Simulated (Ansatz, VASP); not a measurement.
# One calculation of MgO, two programs

File POSCAR:

```
MgO
1.0
    0.0000000000      2.1381295086      2.1381295086
    2.1381295086      0.0000000000      2.1381295086
    2.1381295086      2.1381295086      0.0000000000
Mg O
1 1
Direct
    0.0000000000      0.0000000000      0.0000000000
    0.5000000000      0.5000000000      0.5000000000
```

INCAR.step1

```
ALGO = Normal ; EDIFF = 1E-5
ENCUT = 750 ; GGA = PE
GGA_COMPAT = False ; ISMEAR = -1
LASPH = True ; LCHARG = False
LREAL = False ; LWAVE = True
NBANDS = 15 ; NELM = 120
PREC = Accurate ; SIGMA = 0.05
```

File INCAR.step2:

```
ALGO = Normal ; EDIFF = 1E-6
ENCUT = 750 ; GGA_COMPAT = False
ISIF = 2 ; ISMEAR = -1
ISTART = 1 ; LASPH = True
LCHARG = True ; LELF = True
LMIXTAU = True ; LREAL = False
LVHAR = True ; LWAVE = False
METAGGA = R2SCAN ; NBANDS = 15
NELM = 120 ; PREC = Accurate
SIGMA = 0.05
```

KPOINTS

```
k-points
0
Gamma
  11 11 11
```

File input.yaml:

```yaml
crystal:
  lattice:
    - [0.0, 2.1381295086, 2.1381295086]
    - [2.1381295086, 0.0, 2.1381295086]
    - [2.1381295086, 2.1381295086, 0.0]
  atoms:
    - { symbol: Mg, position: [0.0, 0.0, 0.0] }
    - { symbol: O, position: [0.5, 0.5, 0.5] }
hamiltonian:
  xc: r2scan
  pseudopotentials: { kind: paw }
kpoints:
  mp_grid: { grid: [11, 11, 11] }
scf:
  occupations: { method: fermi_dirac, width: 0.05 }
output:
  forces: true
  stress: true
  eigenvalues: true
  write_density: true
  write_potential: true
  elf: true
  volumetric_format: npy
```

Alike in both runs: task single point; functional r2SCAN; k mesh 11 × 11 × 11; occupations fermi-dirac, width 0.05 eV; no spin polarisation.

```csv
,VASP,Ansatz
version,VASP 6.6.1,Ansatz 0.2.0
potentials or method,"VASP PAW PBE potentials, release 64 (Mg_sv, O)",Ansatz PAW
plane-wave cutoff (eV),750,500
valence electrons in the cell,16,16
```

```tsv
	VASP	Ansatz	Ansatz less VASP
gap on the k mesh at the Fermi level (eV)	5.20	5.18	-0.022
least direct gap on the mesh (eV)	5.20	5.18	-0.022
pressure (GPa)	-7.6	-7.6	-0.01
```

VASP's potentials were made for PBE, not for r2SCAN. The functional is the same, so the differences come from potentials, cutoffs and numerics.

Noted on Ansatz's run: odd divisions of the mesh miss points on the zone boundary, where band edges often lie, so the gap on the mesh can be too wide.
